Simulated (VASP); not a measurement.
Runs of VASP 6.6.1 on Ta2SiO2. The structure is that of space group P-3m1 (No. 164), or close to it. The cells are those of the table. 

```csv
task,potentials or basis,spin,cell,k mesh,cutoff (eV),second run,gap on the mesh (eV),pressure (GPa),largest force (eV/Å)
single point,"VASP PAW PBE potentials, release 64 (Ta_sv_GW, Si, O)",off,"a = 2.916, b = 2.916, c = 9.635 Å, angles 90.0, 90.0, 120.0°, 5 atoms",12 × 12 × 4,600,valence_matched,none,-0.1,(a)
relaxation of cell and atoms,"VASP PAW PBE potentials, release 64 (Ta_pv, Si, O)",off,"relaxed from a = 2.921, b = 2.921, c = 9.684 Å, angles 90.0, 90.0, 120.0°, 5 atoms",12 × 12 × 4,600,-,none,0.1,0.01
single point,"VASP PAW PBE potentials, release 64 (Ta_pv, Si, O)","collinear, ferromagnetic start","a = 2.921, b = 2.921, c = 9.684 Å, angles 90.0, 90.0, 120.0°, 5 atoms",6 × 6 × 2,520,-,none,0.4,(b)
single point,"VASP PAW PBE potentials, release 64 (Ta_pv, Si, O)",off,"a = 2.916, b = 2.916, c = 9.635 Å, angles 90.0, 90.0, 120.0°, 5 atoms",12 × 12 × 4,520,-,none,0.3,0.08
```

Alike in all rows: level PBE; smearing gaussian 0.1 eV.

Q: Fill in the values left out.

A: (a) 0.05; (b) 0.18.

Caveats: some runs use coarse meshes; spin-orbit coupling is left out, which moves the levels of the heavy elements.

A k mesh can miss the band edges, and the runs leave out spin-orbit coupling on Ta.

A gap of «none» marks levels without a gap at the run's occupations.

The runs don't all hold the same shells in valence.
